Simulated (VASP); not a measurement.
Here is a VASP 6.6.1 calculation.

INCAR

```
SYSTEM = Mg
PREC = Accurate
ENCUT = 600
EDIFF = 1E-6
ISMEAR = -1
SIGMA = 0.1
LREAL = .False.
LASPH = .True.
NELM = 60
ALGO = Normal
ISIF = 4
LWAVE = .False.
LCHARG = .False.
GGA = PE
IBRION = 2
NSW = 50
EDIFFG = -0.005
```

The input KPOINTS:

```
regular mesh
0
Gamma
  14 14 13
  0 0 0
```

The input POSCAR:

```
Mg
1.0
    2.3317403719      0.0000000000      0.0000000000
   -1.1658701860      2.0193463971      0.0000000000
    0.0000000000      0.0000000000      2.3456860558
Mg
1
Direct
    0.0000000000      0.0000000000      0.0000000000
```

Potentials or basis: VASP PAW PBE potentials, release 64 (Mg).

Launch:

```console
$ cat potpaw_PBE.64/Mg/POTCAR > POTCAR
$ mpirun -np 1 vasp_std > vasp.out
```

**Question.** Estimate the band gap on the k mesh.

**Answer.** Zero (band 1 reaches 11.62 eV, above the bottom of band 2 at 6.24 eV).

Final structure:
```
Mg
1.0
     2.40263    0.00000    0.00000
    -1.20131    2.08073    0.00000
     0.00000    0.00000    2.20932
Mg
1
Direct
  0.00000 0.00000 0.00000
```
